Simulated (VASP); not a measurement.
NaH, 2 atoms in the cell. The structure is cubic, space group Fm-3m (No. 225). Conventional cell: a = 4.792 Å, b = 4.792 Å, c = 4.792 Å, α = 90.00°, β = 90.00°, γ = 90.00°. Na (site symmetry m-3m) has 6 H at 2.40 Å within 3.2 Å. H (site symmetry m-3m) has 6 Na at 2.40 Å within 3.2 Å. 

```yaml
Program: VASP 6.6.1
Task: single point
Functional: PBEsol
Potentials_or_basis: VASP PAW PBE potentials, release 64 (Na_pv, H)
Cutoff: 520 eV
k_mesh: 8 × 8 × 8
Occupations: fermi-dirac, width 0.02 eV
Spin: no spin polarisation
Dipole_correction: no
Further_INCAR_settings: ALGO = Normal; EDIFF = 1e-06; NBANDS = 11
```

Potentials or basis: VASP PAW PBE potentials, release 64 (Na_pv, H).

Run with:

```console
$ cat potpaw_PBE.64/Na_pv/POTCAR potpaw_PBE.64/H/POTCAR > POTCAR
$ mpirun -np 1 vasp_std > vasp.out
```

Hardware: 1 thread of Intel(R) Xeon(R) 6975P-C (Granite Rapids), with other jobs on the host.

Q: Estimate the wall time of this run.

A: It took 4.3 s on 1 thread of Intel(R) Xeon(R) 6975P-C (Granite Rapids), on a shared host, peak memory 0.15 GiB. Counts: scf iterations 11, k points 29.
